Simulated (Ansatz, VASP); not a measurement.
One calculation of Si, two programs

```
Si
1.0
     4.55214   -2.43471    0.00000
     4.55214    2.43471    0.00000
     0.00000    0.00000    5.32765
Si
8
Cartesian
  4.5521 0.0000 4.1420
  4.5521 0.0000 1.2596
  4.5521 -2.4347 1.4042
  4.5521 2.4347 3.8495
  6.6117 0.0000 2.5638
  2.0595 0.0000 0.1000
  2.4926 0.0000 2.5638
  7.0447 0.0000 0.1000
```

Change from the starting cell: mode 14 (231.3 1/cm) frozen in, largest displacement -0.100 Å.

Alike in both runs: task single point; functional LDA; k mesh 10 × 10 × 8; occupations gaussian, width 0.15 eV; no spin polarisation.

|  | VASP | Ansatz |
| --- | --- | --- |
| version | VASP 6.6.1 | Ansatz 0.2.0 |
| potentials or method | VASP PAW LDA potentials, release 64 (Si), cutoff 520 eV | scalar-relativistic, plane waves, PAW |
| valence electrons in the cell | 32 | 32 |

|  | VASP | Ansatz | Ansatz less VASP |
| --- | --- | --- | --- |
| gap on the k mesh at the Fermi level (eV) | none | none | - |
| pressure (GPa) | 0.9 | 0.9 | -0.08 |
| traceless stress, the component that is largest in VASP (GPa) | -0.54 | -0.56 | -0.014 |
| rms of the force components (eV/Å) | 0.280 | 0.278 | -0.0015 |

LDA's correlation is that of Perdew and Zunger in VASP and of Perdew and Wang (1992) in Ansatz. Atom by atom the forces differ by 0.002 eV/Å (rms over components). A gap of «none» marks a metal or a gap that the smearing closes.
